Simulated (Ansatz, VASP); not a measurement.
**One calculation of Na, two programs**

Contents of INCAR:

```
PREC     = Accurate       # precision mode
ENCUT    = 520            # plane-wave cutoff, eV
EDIFF    = 1E-7           # SCF threshold, eV
ISMEAR   = 0              # smearing method
SIGMA    = 0.15           # smearing width, eV
LREAL    = False          # projectors in reciprocal space
LASPH    = True           # aspherical terms in the spheres
NELM     = 80             # most SCF steps
ALGO     = Fast           # electronic algorithm
ISIF     = 2              # what is computed and relaxed
LWAVE    = False          # write WAVECAR
LCHARG   = True           # write CHGCAR
GGA      = PE             # functional
LELF     = True           # ELF
LVHAR    = True         
NBANDS   = 10             # bands
```

The input KPOINTS:

```
regular mesh
0
Gamma
  16 16 16
```

The input POSCAR:

```
Na
1.0
   -2.1095593750      2.1095593750      2.1175000000
    2.1095593750     -2.1095593750      2.1175000000
    2.1254406250      2.1254406250     -2.1175000000
Na
1
Direct
    0.0000000000      0.0000000000      0.0000000000
```

Input for Ansatz:

```yaml
crystal:
  lattice:
    - [-2.109559375, 2.109559375, 2.1175]
    - [2.109559375, -2.109559375, 2.1175]
    - [2.125440625, 2.125440625, -2.1175]
  atoms:
    - { symbol: Na, position: [0.0, 0.0, 0.0] }
basis:
  ecutwfc: 420
kpoints:
  mp_grid: { grid: [16, 16, 16] }
hamiltonian:
  xc: pbe
scf:
  occupations: { method: gaussian, width: 0.15 }
output:
  forces: true
  stress: true
  eigenvalues: true
```

Change from the starting cell: strain +0.0075 x Voigt [0, 0, 0, 0, 0, 1], atoms carried along.

Alike in both runs: task single point; functional PBE; k mesh 16 × 16 × 16; occupations gaussian, width 0.15 eV; no spin polarisation.

|  | VASP | Ansatz |
| --- | --- | --- |
| version | VASP 6.6.1 | Ansatz 0.2.0 |
| potentials or method | VASP PAW PBE potentials, release 64 (Na_pv), cutoff 520 eV | scalar-relativistic, plane waves, PAW |
| valence electrons in the cell | 7 | 9 |

|  | VASP | Ansatz | Ansatz less VASP |
| --- | --- | --- | --- |
| gap on the k mesh at the Fermi level (eV) | none | none | - |
| pressure (GPa) | -0.2 | -0.2 | +0.01 |

A gap of «none» marks a metal or a gap that the smearing closes. VASP's potentials hold 7 valence electrons a cell and Ansatz's 9, so a difference there can come from the potentials and not from the codes.
